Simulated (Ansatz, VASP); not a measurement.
MgO: VASP beside Ansatz

```
Mg O
1.0
     3.24570    0.00000    0.00000
    -1.62285    2.81086    0.00000
     0.00000    0.00000    4.71820
Mg O
2 2
Cartesian
  0.0000 1.8739 0.0173
  1.6229 0.9370 2.3764
  0.0000 1.8739 1.8917
  1.6229 0.9370 4.2508
```

Alike in both runs: task single point; functional PBEsol; k mesh 9 × 9 × 6; occupations gaussian, width 0.05 eV; no spin polarisation.

|  | VASP | Ansatz |
| --- | --- | --- |
| version | VASP 6.6.1 | Ansatz 0.2.0 |
| potentials or method | VASP PAW PBE potentials, release 64 (Mg, O), cutoff 520 eV | scalar-relativistic, plane waves, PAW |
| valence electrons in the cell | 16 | 32 |

Ansatz gave:

```
gap on the k mesh at the Fermi level (eV)                     : 3.82
least direct gap on the mesh (eV)                             : 3.82
pressure (GPa)                                                : 14.0
traceless stress, the component that is largest in VASP (GPa) : 6.90
rms of the force components (eV/Å)                            : 0.477
```

Question: Which values does VASP return?

Answer: gap on the k mesh at the Fermi level (eV): 3.82; least direct gap on the mesh (eV): 3.82; pressure (GPa): 13.9; traceless stress, the component that is largest in VASP (GPa): 7.08; rms of the force components (eV/Å): 0.487.

VASP's potentials were made for PBE, not for PBEsol, and Ansatz warns of the same on its side. Atom by atom the forces differ by 0.010 eV/Å (rms over components). With one functional, cell and mesh, what is left measures potentials, basis and numerics. VASP's potentials hold 16 valence electrons a cell and Ansatz's 32, so a difference there can come from the potentials and not from the codes.
